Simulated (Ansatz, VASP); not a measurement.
# One calculation of Sb, two programs

```xyz
1
Lattice="-1.7228 1.7228 2.6209 1.7228 -1.7228 2.6209 1.7228 1.7228 -2.6209" Properties=species:S:1:pos:R:3 pbc="T T T"
Sb    0.0000    0.0000    0.0000
```

Alike in both runs: task single point; functional PBE; k mesh 8 × 8 × 8; occupations gaussian, width 0.1 eV; no spin polarisation.

|  | VASP | Ansatz |
| --- | --- | --- |
| version | VASP 6.6.1 | Ansatz 0.2.0 |
| potentials or method | VASP PAW PBE potentials, release 64 (Sb), cutoff 520 eV | scalar-relativistic, plane waves, PAW |
| valence electrons in the cell | 5 | 15 |

|  | VASP | Ansatz | Ansatz less VASP |
| --- | --- | --- | --- |
| gap on the k mesh at the Fermi level (eV) | none | none | - |
| pressure (GPa) | -5.7 | -5.6 | +0.11 |
| traceless stress, the component that is largest in VASP (GPa) | 0.29 | 0.29 | -0.002 |

A gap of «none» marks a metal or a gap that the smearing closes. VASP's potentials hold 5 valence electrons a cell and Ansatz's 15, so a difference there can come from the potentials and not from the codes.

Spin-orbit coupling is off throughout.
